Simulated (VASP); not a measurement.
# CaO (Fm-3m) in VASP: notebook

CaO is run at these levels: BLYP+D3(BJ), PBEsol+D3(BJ), PBE; tasks: single point.

Program: VASP 6.6.1. These are calculated values, not measurements. Logs are shortened: lines on timing, memory, paths and dates and some standing lists are left out, and cuts for length are marked.

## Step 1: The cell of the first run

It takes space group Fm-3m (No. 225, cubic). Conventional cell: a = 4.807 Å, b = 4.807 Å, c = 4.807 Å, α = 90.00°, β = 90.00°, γ = 90.00°. Within 3.2 Å of Ca (site symmetry m-3m) lie 6 O at 2.40 Å. Within 3.2 Å of O (site symmetry m-3m) lie 6 Ca at 2.40 Å.

## Step 2: Single point, BLYP+D3(BJ)

File INCAR:

```
SYSTEM = CaO
PREC = Accurate ; ENCUT = 600
EDIFF = 1E-6 ; ISMEAR = -1
SIGMA = 0.05 ; LREAL = .FALSE.
LASPH = .TRUE. ; NELM = 120
ALGO = Normal ; ISIF = 2
LWAVE = .FALSE. ; LCHARG = .FALSE.
GGA = B5 ; ALDAX = 1.0
AGGAX = 1.0 ; AGGAC = 1.0
ALDAC = 0.0 ; IVDW = 12
VDW_S6 = 1.0 ; VDW_S8 = 2.6996
VDW_A1 = 0.4298 ; VDW_A2 = 4.2359
NBANDS = 15 ; GGA_COMPAT = .FALSE.
```

File KPOINTS:

```
regular mesh
0
G
  10 10 10
  0 0 0
```

File POSCAR:

```
CaO
1.0
    0.0000000000      2.4035556950      2.4035556950
    2.4035556950      0.0000000000      2.4035556950
    2.4035556950      2.4035556950      0.0000000000
Ca O
1 1
Direct
    0.0000000000      0.0000000000      0.0000000000
    0.5000000000      0.5000000000      0.5000000000
```

Potentials or basis: VASP PAW PBE potentials, release 64 (Ca_sv, O).

The run is started by

```console
> cat potpaw_PBE.64/Ca_sv/POTCAR potpaw_PBE.64/O/POTCAR > POTCAR
> mpirun -np 1 vasp_std > vasp.out
```

OUTCAR:

```text
SYSTEM = CaO
   PREC = Accurate
   ENCUT = 600
   EDIFF = 1E-6
   ISMEAR = -1
   LREAL = .FALSE.
   LASPH = .TRUE.
   NELM = 120
   ISIF = 2
   GGA = B5
   IVDW = 12
 IVDW          = 12

 ion  position               nearest neighbor table
   1  0.000  0.000  0.000-   2 2.40   2 2.40   2 2.40   2 2.40   2 2.40   2 2.40
   2  0.500  0.500  0.500-   1 2.40   1 2.40   1 2.40   1 2.40   1 2.40   1 2.40

  LATTYP: Found a face centered cubic cell.
 ALAT       =     4.8071113900

  Lattice vectors:

 A1 = (   0.0000000000,   2.4035556950,   2.4035556950)
 A2 = (   2.4035556950,   0.0000000000,   2.4035556950)
 A3 = (   2.4035556950,   2.4035556950,   0.0000000000)

Analysis of symmetry for initial positions (statically):
=====================================================================
 Subroutine PRICEL returns:
 Original cell was already a primitive cell.

 Routine SETGRP: Setting up the symmetry group for a
 face centered cubic supercell.

 Subroutine GETGRP returns: Found 48 space group operations
 (whereof 48 operations were pure point group operations)
 out of a pool of 48 trial point group operations.

The static configuration has the point symmetry O_h .

Analysis of symmetry for dynamics (positions and initial velocities):
=====================================================================
 Subroutine PRICEL returns:
 Original cell was already a primitive cell.

 Routine SETGRP: Setting up the symmetry group for a
 face centered cubic supercell.

 Subroutine GETGRP returns: Found 48 space group operations
 (whereof 48 operations were pure point group operations)
 out of a pool of 48 trial point group operations.

The dynamic configuration has the point symmetry O_h .

 Subroutine INISYM returns: Found 48 space group operations
 (whereof 48 operations are pure point group operations),
 and found     1 'primitive' translations

----------------------------------------------------------------------------------------

                                     Primitive cell

  volume of cell :      27.7711

  direct lattice vectors                    reciprocal lattice vectors
     0.000000000  2.403555695  2.403555695    -0.208025136  0.208025136  0.208025136
     2.403555695  0.000000000  2.403555695     0.208025136 -0.208025136  0.208025136
     2.403555695  2.403555695  0.000000000     0.208025136  0.208025136 -0.208025136

  length of vectors
     3.399141062  3.399141062  3.399141062     0.360310105  0.360310105  0.360310105

  position of ions in fractional coordinates (direct lattice)
     0.000000000  0.000000000  0.000000000
     0.500000000  0.500000000  0.500000000

  ion indices of the primitive-cell ions
   primitive index   ion index
                 1           1
                 2           2

----------------------------------------------------------------------------------------

 KPOINTS: regular mesh

Automatic generation of k-mesh.
 Grid dimensions read from file:
 generate k-points for:   10   10   10

 Generating k-lattice:

  Cartesian coordinates                     Fractional coordinates (reciprocal lattice)
    -0.020802514  0.020802514  0.020802514     0.100000000  0.000000000  0.000000000
     0.020802514 -0.020802514  0.020802514     0.000000000  0.100000000  0.000000000
     0.020802514  0.020802514 -0.020802514     0.000000000  0.000000000  0.100000000

  Length of vectors
     0.036031010  0.036031010  0.036031010

  Shift w.r.t. Gamma in fractional coordinates (k-lattice)
     0.000000000  0.000000000  0.000000000

 Subroutine IBZKPT returns following result:
 ===========================================

 Found     47 irreducible k-points:

 Following reciprocal coordinates:
            Coordinates               Weight
  0.000000  0.000000  0.000000      1.000000
  0.100000  0.000000  0.000000      8.000000
  0.200000  0.000000  0.000000      8.000000
  0.300000  0.000000  0.000000      8.000000
  0.400000  0.000000  0.000000      8.000000
  0.500000  0.000000  0.000000      4.000000
[... 16 lines left out ...]
  0.300000  0.300000  0.000000      6.000000
  0.400000  0.300000  0.000000     24.000000
 [... further k-points ...]
   k-points           NKPTS =     47   k-points in BZ     NKDIM =     47   number of bands    NBANDS=     15
   number of dos      NEDOS =    301   number of ions     NIONS =      2
   total plane-waves  NPLWV =  21952
   dimension x,y,z NGX =    28 NGY =   28 NGZ =   28
   dimension x,y,z NGXF=    56 NGYF=   56 NGZF=   56
   ions per type =               1   1
   NGX,Y,Z   is equivalent  to a cutoff of  13.69, 13.69, 13.69 a.u.
   NGXF,Y,Z  is equivalent  to a cutoff of  27.39, 27.39, 27.39 a.u.
 SYSTEM =  CaO
   PREC   = accura    normal or accurate (medium, high low for compatibility)
   ISTART =      0    job   : 0-new  1-cont  2-samecut
   ICHARG =      2    charge: 1-file 2-atom 10-const
   ISPIN  =      1    spin polarized calculation?
   LNONCOLLINEAR =      F non collinear calculations
   LSORBIT =      F    spin-orbit coupling
   LASPH  =      T    aspherical Exc in radial PAW
   ENCUT  =  600.0 eV  44.10 Ry    6.64 a.u.   6.79  6.79  6.79*2*pi/ulx,y,z
   NELM   =    120;   NELMIN=  2; NELMDL= -5     # of ELM steps
   EDIFF  = 0.1E-05   stopping-criterion for ELM
   LREAL  =      F    real-space projection
   EDIFFG = 0.1E-04   stopping-criterion for IOM
   NSW    =      0    number of steps for IOM
   IBRION =     -1    ionic relax: 0-MD 1-quasi-New 2-CG
   NFREE  =      0    steps in history (QN), initial steepest desc. (CG)
   ISIF   =      2    stress and relaxation
   ISYM   =      2    0-nonsym 1-usesym 2-fastsym
   POTIM  = 0.5000    time-step for ionic-motion
   TEBEG  =    0.0;   TEEND  =   0.0 temperature during run
   PSTRESS=    0.0 pullay stress
   NELECT =      16.0000    total number of electrons
   NUPDOWN=      -1.0000    fix difference up-down
   EMIN   =  10.00;   EMAX   =-10.00  energy-range for DOS
   EFERMI =   0.00;   METHOD = LEGACY
   ISMEAR =    -1;   SIGMA  =   0.05  broadening in eV -4-tet -1-fermi 0-gaus
   EFERMI_NEDOS =   21; number of points for ismear=-14 and -15
   IALGO  =     38    algorithm
   IMIX   =      4    mixing-type and parameters
     AMIX     =   0.40;   BMIX     =  1.00
     AMIX_MAG =   1.60;   BMIX_MAG =  1.00
  volume/ion in A,a.u.               =      13.89        93.70
  Fermi-wavevector in a.u.,A,eV,Ry     =   1.362231  2.574243 25.247954  1.855672
  Thomas-Fermi vector in A             =   2.488738
   LORBIT       =      0    0 simple, 1 ext, 2 COOP (PROOUT), +10 PAW based schemes
   GGA     = B5    functional components
   LHFCALC =     F    Hartree Fock is set to
   AEXX    =    0.0000 exact exchange contribution
   IVDW    =    12    specifies the selected vdW correction
   LEPSILON=     F    determine dielectric tensor
   LRPA    =     F    only Hartree local field effects (RPA)
 non-spin polarized calculation
  energy-cutoff  :      600.00
  volume of cell :       27.77
 maximum number of plane-waves:       941
   NGX = 13   NGY = 13   NGZ = 13

 number of electron      15.9999997 magnetization

 Free energy of the ion-electron system (eV)
  ---------------------------------------------------
  ext. energy  EPLUGINS =         0.00000000
  ---------------------------------------------------
  free energy    TOTEN  =       -12.28556436 eV

  energy without entropy =      -12.28556436  energy(sigma->0) =      -12.28556436

 E-fermi :   3.7713     XC(G=0): -10.0304

 val. band max:        2.6651278917   @ k =   0.0000   0.0000   0.0000
 cond. band min:       6.3965726648   @ k =   0.5000   0.5000   0.0000
 fundamental gap:      3.7314447731
 Fermi energy:         3.7712564842

 k-point     1 :       0.0000    0.0000    0.0000
  band No.  band energies     occupation
      1     -34.9563      2.00000
      2     -15.8197      2.00000
      3     -15.8197      2.00000
      4     -15.8197      2.00000
      5     -12.7601      2.00000
      6       2.6651      2.00000
      7       2.6651      2.00000
      8       2.6651      2.00000
      9       7.6534      0.00000
     10       8.8365      0.00000
     11       8.8365      0.00000
     12       8.8365      0.00000
     13      10.3050      0.00000
     14      10.3050      0.00000
     15      18.2689      0.00000

 k-point     2 :       0.1000    0.0000    0.0000
  band No.  band energies     occupation
      1     -34.9466      2.00000
      2     -15.9531      2.00000
      3     -15.8248      2.00000
      4     -15.8248      2.00000
      5     -12.6196      2.00000
      6       2.3213      2.00000
      7       2.5263      2.00000
      8       2.5263      2.00000
      9       8.0957      0.00000
     10       8.8234      0.00000
     11       9.0038      0.00000
     12       9.0038      0.00000
     13      10.5430      0.00000
     14      10.5430      0.00000
     15      18.6238      0.00000

 k-point     3 :       0.2000    0.0000    0.0000
  band No.  band energies     occupation
      1     -34.9212      2.00000
      2     -16.2598      2.00000
      3     -15.8381      2.00000
      4     -15.8381      2.00000
      5     -12.2937      2.00000
      6       1.5752      2.00000
      7       2.1934      2.00000
      8       2.1934      2.00000
      9       8.8370      0.00000
     10       9.1711      0.00000
     11       9.4649      0.00000
     12       9.4649      0.00000
     13      11.1589      0.00000
     14      11.1589      0.00000
     15      19.0455      0.00000
[... 343 lines left out ...]
 k-point    23 :       0.3000    0.3000    0.0000
  band No.  band energies     occupation
      1     -34.8688      2.00000
      2     -16.3813      2.00000
      3     -15.9665      2.00000
      4     -15.9665      2.00000
      5     -12.2578      2.00000
      6       0.9704      2.00000
      7       2.3300      2.00000
      8       2.3300      2.00000
      9       7.0721      0.00000
     10       9.8572      0.00000
     11      11.0088      0.00000
     12      11.1172      0.00000
     13      11.1172      0.00000
     14      13.0939      0.00000
     15      19.9482      0.00000

 k-point    24 :       0.4000    0.3000    0.0000
  band No.  band energies     occupation
      1     -34.8489      2.00000
      2     -16.4433      2.00000
      3     -16.0151      2.00000
      4     -15.9889      2.00000
      5     -12.2595      2.00000
      6       1.0358      2.00000
      7       2.1237      2.00000
      8       2.2185      2.00000
      9       7.0442      0.00000
     10      10.3807      0.00000
     11      11.3235      0.00000
     12      11.4047      0.00000
     13      11.5270      0.00000
     14      13.5357      0.00000
     15      18.3189      0.00000

 [... further k-points ...]

------------------------ aborting loop because EDIFF is reached ----------------------------------------

 Edisp (eV)   -1.25374

 E8    (eV) :    -0.9329

  FORCE on cell =-STRESS in cart. coord.  units (eV):
  Direction    XX          YY          ZZ          XY          YZ          ZX
  --------------------------------------------------------------------------------------
  -------------------------------------------------------------------------------------
  Total      -0.43001    -0.43001    -0.43001     0.00000    -0.00000     0.00000
  in kB     -24.80824   -24.80824   -24.80824     0.00000    -0.00000     0.00000
  external pressure =      -24.81 kB  Pullay stress =        0.00 kB

 VOLUME and BASIS-vectors are now :
 -----------------------------------------------------------------------------
  energy-cutoff  :      600.00
  volume of cell :       27.77
      direct lattice vectors                 reciprocal lattice vectors
     0.000000000  2.403555695  2.403555695    -0.208025136  0.208025136  0.208025136
     2.403555695  0.000000000  2.403555695     0.208025136 -0.208025136  0.208025136
     2.403555695  2.403555695  0.000000000     0.208025136  0.208025136 -0.208025136

 POSITION                                       TOTAL-FORCE (eV/Angst)
 -----------------------------------------------------------------------------------
      0.00000      0.00000      0.00000         0.000000     -0.000000     -0.000000
      2.40356      2.40356      2.40356        -0.000000      0.000000      0.000000
 -----------------------------------------------------------------------------------
    total drift:                                0.000000      0.000000      0.000000

  FREE ENERGIE OF THE ION-ELECTRON SYSTEM (eV)
  ---------------------------------------------------
  free  energy   TOTEN  =       -13.5393031693 eV

  energy  without entropy=      -13.5393031693  energy(sigma->0) =      -13.53930317
```

Wall time 22 s (1 thread of Intel Xeon Platinum 8488C (Sapphire Rapids), shared host); peak memory 0.18 GiB.

What came out:

```
Free energy                : -13.5393 eV
Pressure                   : -2.5 GPa
Band gap on the k mesh     : 3.73 eV (least direct gap 4.10 eV)
Dispersion energy per atom : -0.627 eV
```

Caveat: three body term missing; the PAW data sets were made with another functional, which shifts forces and pressure a little.

## Step 3: Single point, PBEsol+D3(BJ)

File INCAR:

```
SYSTEM = CaO
PREC = Accurate
ENCUT = 600
EDIFF = 1E-6
ISMEAR = -5
SIGMA = 0.05
LREAL = .FALSE.
LASPH = .TRUE.
NELM = 120
ALGO = Normal
ISIF = 2
LWAVE = .FALSE.
LCHARG = .TRUE.
GGA = PS
IVDW = 12
LELF = .TRUE.
LVHAR = .TRUE.
NBANDS = 15
GGA_COMPAT = .FALSE.
```

KPOINTS is that of step 2.

POSCAR is that of step 2.

Potentials or basis: VASP PAW PBE potentials, release 64 (Ca_sv, O).

The run is started by

```console
> cat potpaw_PBE.64/Ca_sv/POTCAR potpaw_PBE.64/O/POTCAR > POTCAR
> mpirun -np 1 vasp_std > vasp.out
```

OUTCAR:

```text
SYSTEM = CaO
   PREC = Accurate
   ENCUT = 600
   EDIFF = 1E-6
   ISMEAR = -5
   LREAL = .FALSE.
   LASPH = .TRUE.
   NELM = 120
   ISIF = 2
   GGA = PS
   IVDW = 12
 IVDW          = 12

 ion  position               nearest neighbor table
   1  0.000  0.000  0.000-   2 2.40   2 2.40   2 2.40   2 2.40   2 2.40   2 2.40
   2  0.500  0.500  0.500-   1 2.40   1 2.40   1 2.40   1 2.40   1 2.40   1 2.40

  LATTYP: Found a face centered cubic cell.
 ALAT       =     4.8071113900

  Lattice vectors:

 A1 = (   0.0000000000,   2.4035556950,   2.4035556950)
 A2 = (   2.4035556950,   0.0000000000,   2.4035556950)
 A3 = (   2.4035556950,   2.4035556950,   0.0000000000)

Analysis of symmetry for initial positions (statically):
=====================================================================
 Subroutine PRICEL returns:
 Original cell was already a primitive cell.

 Routine SETGRP: Setting up the symmetry group for a
 face centered cubic supercell.

 Subroutine GETGRP returns: Found 48 space group operations
 (whereof 48 operations were pure point group operations)
 out of a pool of 48 trial point group operations.

The static configuration has the point symmetry O_h .
[... 178 lines left out ...]
      7       2.1910      2.00000
      8       2.1910      2.00000
      9       6.7514      0.00000
     10       8.3838      0.00000
     11       8.3838      0.00000
     12       8.3838      0.00000
     13       9.9194      0.00000
     14       9.9194      0.00000
[... 401 lines left out ...]
      2     -16.7073      2.00000
      3     -16.2441      2.00000
      4     -16.2159      2.00000
      5     -12.7139      2.00000
      6       0.4854      2.00000
      7       1.6279      2.00000
      8       1.7316      2.00000
      9       6.4079      0.00000
     10       9.7659      0.00000
     11      10.9919      0.00000
     12      11.0816      0.00000
     13      11.2275      0.00000
     14      12.9457      0.00000
     15      17.6324      0.00000

 [... further k-points ...]

------------------------ aborting loop because EDIFF is reached ----------------------------------------

 Edisp (eV)   -0.52652

 E8    (eV) :    -0.3589

  FORCE on cell =-STRESS in cart. coord.  units (eV):
  Direction    XX          YY          ZZ          XY          YZ          ZX
  --------------------------------------------------------------------------------------
  -------------------------------------------------------------------------------------
  Total      -0.93876    -0.93876    -0.93876     0.00000     0.00000    -0.00000
  in kB     -54.15933   -54.15933   -54.15933     0.00000     0.00000    -0.00000
  external pressure =      -54.16 kB  Pullay stress =        0.00 kB

 VOLUME and BASIS-vectors are now :
 -----------------------------------------------------------------------------
  energy-cutoff  :      600.00
  volume of cell :       27.77
      direct lattice vectors                 reciprocal lattice vectors
     0.000000000  2.403555695  2.403555695    -0.208025136  0.208025136  0.208025136
     2.403555695  0.000000000  2.403555695     0.208025136 -0.208025136  0.208025136
     2.403555695  2.403555695  0.000000000     0.208025136  0.208025136 -0.208025136

 POSITION                                       TOTAL-FORCE (eV/Angst)
 -----------------------------------------------------------------------------------
      0.00000      0.00000      0.00000        -0.000000     -0.000000     -0.000000
      2.40356      2.40356      2.40356         0.000000      0.000000      0.000000
 -----------------------------------------------------------------------------------
    total drift:                                0.000000      0.000000      0.000000

  FREE ENERGIE OF THE ION-ELECTRON SYSTEM (eV)
  ---------------------------------------------------
  free  energy   TOTEN  =       -13.9370295992 eV

  energy  without entropy=      -13.9370295992  energy(sigma->0) =      -13.93702960
```

OSZICAR:

```text
N       E                     dE             d eps       ncg     rms          rms(c)
DAV:   1     0.129213374050E+03    0.12921E+03   -0.90677E+03  1410   0.122E+03
DAV:   2    -0.938544761905E+01   -0.13860E+03   -0.13021E+03  1774   0.302E+02
DAV:   3    -0.147814139177E+02   -0.53960E+01   -0.53656E+01  1606   0.618E+01
DAV:   4    -0.149248718489E+02   -0.14346E+00   -0.14335E+00  2052   0.920E+00
DAV:   5    -0.149270604768E+02   -0.21886E-02   -0.21886E-02  1600   0.102E+00    0.806E+00
DAV:   6    -0.135108797289E+02    0.14162E+01   -0.43212E+00  1586   0.208E+01    0.357E+00
DAV:   7    -0.134271232263E+02    0.83757E-01   -0.36996E-01  1592   0.636E+00    0.178E+00
DAV:   8    -0.134113426783E+02    0.15781E-01   -0.72858E-02  1816   0.293E+00    0.393E-01
DAV:   9    -0.134101572223E+02    0.11855E-02   -0.48627E-03  1466   0.580E-01    0.104E-01
DAV:  10    -0.134105458625E+02   -0.38864E-03   -0.52948E-04  1740   0.267E-01    0.526E-02
DAV:  11    -0.134105139846E+02    0.31878E-04   -0.43401E-05  1957   0.931E-02    0.701E-03
DAV:  12    -0.134105131111E+02    0.87355E-06   -0.78598E-06  1614   0.313E-02
   1 F= -.13937030E+02 E0= -.13937030E+02  d E =0.000000E+00
```

stdout:

```text
POSCAR found type information on POSCAR CaO
 POSCAR found :  2 types and       2 ions
 scaLAPACK will be used
 -----------------------------------------------------------------------------
|                                                                             |
|                                                                             |
|     You enforced a specific xc type in the INCAR file but a different       |
|     I HOPE YOU KNOW WHAT YOU ARE DOING!                                     |
|                                                                             |
 -----------------------------------------------------------------------------

 LDA part: xc-table for (Slater+PW92), standard interpolation
 POSCAR, INCAR and KPOINTS ok, starting setup
 FFT: planning ... GRIDC
 FFT: planning ... GRID_SOFT
 FFT: planning ... GRID
 WAVECAR not read
 entering main loop
```

Wall time 15 s (1 thread of Intel Xeon Platinum 8488C (Sapphire Rapids), shared host); peak memory 0.18 GiB.

Results:

- Free energy: -13.9370 eV
- Pressure: -5.4 GPa
- Band gap on the k mesh: 3.54 eV (least direct gap 3.91 eV)
- Dispersion energy per atom: -0.263 eV

Caveat: the cell stands under tension; the PAW data sets were made with another functional, which shifts forces and pressure a little.

[end of part 1 of 2]
